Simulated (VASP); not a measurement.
A run of VASP 6.6.1 is set up as follows.

The input INCAR:

```
SYSTEM = Ir
  ALGO = Fast
  EDIFF = 1E-6
  ENCUT = 520
  GGA = CA
  ISIF = 2
  ISMEAR = 0
  ISPIN = 2
  LASPH = .TRUE.
  LCHARG = .TRUE.
  LELF = .TRUE.
  LMAXMIX = 4
  LORBIT = 11
  LREAL = .FALSE.
  LVHAR = .TRUE.
  LWAVE = .FALSE.
  MAGMOM = 0.6 0.6
  NBANDS = 20
  NELM = 150
  NUPDOWN = 1.2
  PREC = Accurate
  SIGMA = 0.15
```

KPOINTS

```
k-points
0
G
  21 21 12
  0 0 0
```

File POSCAR:

```
Ir
1.0
    2.6500373936      0.0000000000      0.0000000000
   -1.3250186968      2.2949997038      0.0000000000
    0.0000000000      0.0000000000      4.2967294997
Ir
2
Direct
    0.6666666667      0.3333333333      0.7500000000
    0.3333333333      0.6666666667      0.2500000000
```

Potentials or basis: VASP PAW LDA potentials, release 64 (Ir).

Command:

```bash
$ cat potpaw_LDA.64/Ir/POTCAR > POTCAR
$ mpirun -np 1 vasp_std > vasp.out
```

(1) Estimate the pressure.

Results:

(1) 36.3 GPa.

Caveat: the cell stands under pressure; the total moment is fixed, so each spin has its own Fermi level and the state may be an excited one.
